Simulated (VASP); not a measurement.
HfH3, 4 atoms in the cell. The structure is cubic, space group Pm-3m (No. 221). The conventional cell has a = 3.027 Å, b = 3.027 Å, c = 3.027 Å, α = 90.00°, β = 90.00°, γ = 90.00°. Hf (site symmetry m-3m) has 12 H at 2.14 Å within 2.8 Å. H (site symmetry 4/mmm) has 4 Hf at 2.14 Å and 8 H at 2.14 Å within 2.8 Å. 

* Program: VASP 6.6.1
* Task: single point
* Functional: PBEsol
* Dispersion: D3(BJ)
* Potentials or basis: VASP PAW PBE potentials, release 64 (Hf_pv, H)
* Cutoff: 520 eV
* k mesh: 7 × 7 × 7
* Occupations: methfessel-paxton, width 0.1 eV
* Spin: no spin polarisation
* Dipole correction: no
* Further INCAR settings: ALGO = Normal; EDIFF = 1e-07; NBANDS = 14

Potentials or basis: VASP PAW PBE potentials, release 64 (Hf_pv, H).

The run is started by

```console
$ cat potpaw_PBE.64/Hf_pv/POTCAR potpaw_PBE.64/H/POTCAR > POTCAR
$ mpirun -np 1 vasp_std > vasp.out
```

Hardware: 1 thread of Intel Xeon 8259CL, on a shared host.

Task: How long does it take, and how much memory?

Result: Wall time 9.9 s on 1 thread of Intel Xeon 8259CL, on a shared host, peak memory 0.15 GiB. Counts: scf iterations 14, k points 20.
